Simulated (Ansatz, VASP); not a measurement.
# Two plane-wave programs on TiAl3

POSCAR

```
TiAl3
1.0
    3.8963361812      0.0000000000      0.0000000000
    0.0000000000      3.8963361812      0.0000000000
    0.0000000000      0.0000000000      3.9556712500
Ti Al
1 3
Direct
    0.0000000000      0.0000000000      0.0000000000
    0.5000000000      0.5000000000      0.0000000000
    0.5000000000      0.0000000000      0.5000000000
    0.0000000000      0.5000000000      0.5000000000
```

The input INCAR.step1:

```
SYSTEM = TiAl3
PREC = Accurate
ENCUT = 520
ISMEAR = 0
SIGMA = 0.15
LREAL = .FALSE.
LASPH = .TRUE.
NELM = 80
NBANDS = 18
GGA = PE
ALGO = Normal
EDIFF = 1E-4
LWAVE = .TRUE.
LCHARG = .FALSE.
```

Contents of INCAR.step2:

```
SYSTEM = TiAl3
PREC = Accurate
ENCUT = 520
EDIFF = 1E-7
ISMEAR = 0
SIGMA = 0.15
LREAL = .FALSE.
LASPH = .TRUE.
NELM = 80
ALGO = Normal
ISIF = 2
LWAVE = .FALSE.
LCHARG = .TRUE.
METAGGA = R2SCAN
LMIXTAU = .TRUE.
LELF = .TRUE.
LVHAR = .TRUE.
NBANDS = 18
ISTART = 1
```

The input KPOINTS:

```
regular mesh
0
G
  12 12 12
  0 0 0
```

Input for Ansatz:

```yaml
crystal:
  lattice:
    - [3.8963361812, 0.0, 0.0]
    - [0.0, 3.8963361812, 0.0]
    - [0.0, 0.0, 3.95567125]
  atoms:
    - { symbol: Ti, position: [0.0, 0.0, 0.0] }
    - { symbol: Al, position: [0.5, 0.5, 0.0] }
    - { symbol: Al, position: [0.5, 0.0, 0.5] }
    - { symbol: Al, position: [0.0, 0.5, 0.5] }
basis:
  ecutwfc: 500
kpoints:
  mp_grid: { grid: [12, 12, 12] }
hamiltonian:
  xc: r2scan
scf:
  occupations: { method: gaussian, width: 0.15 }
output:
  forces: true
  stress: true
  eigenvalues: true
```

Change from the starting cell: strain -0.015 along x and y, +0.000 along z, atoms carried along.

Alike in both runs: task single point; functional r2SCAN; k mesh 12 × 12 × 12; occupations gaussian, width 0.15 eV; no spin polarisation.

|  | VASP | Ansatz |
| --- | --- | --- |
| version | VASP 6.6.1 | Ansatz 0.2.0 |
| potentials or method | VASP PAW PBE potentials, release 64 (Ti_sv, Al), cutoff 520 eV | scalar-relativistic, plane waves, PAW |
| valence electrons in the cell | 21 | 21 |

VASP gave:

```
gap on the k mesh at the Fermi level (eV)                     : none
pressure (GPa)                                                : 3.7
traceless stress, the component that is largest in VASP (GPa) : -1.45
```

Estimate Ansatz's values.

gap on the k mesh at the Fermi level (eV): none; pressure (GPa): 3.8; traceless stress, the component that is largest in VASP (GPa): -1.45.

VASP's potentials were made for PBE, not for r2SCAN. A gap of «none» marks a metal or a gap that the smearing closes.
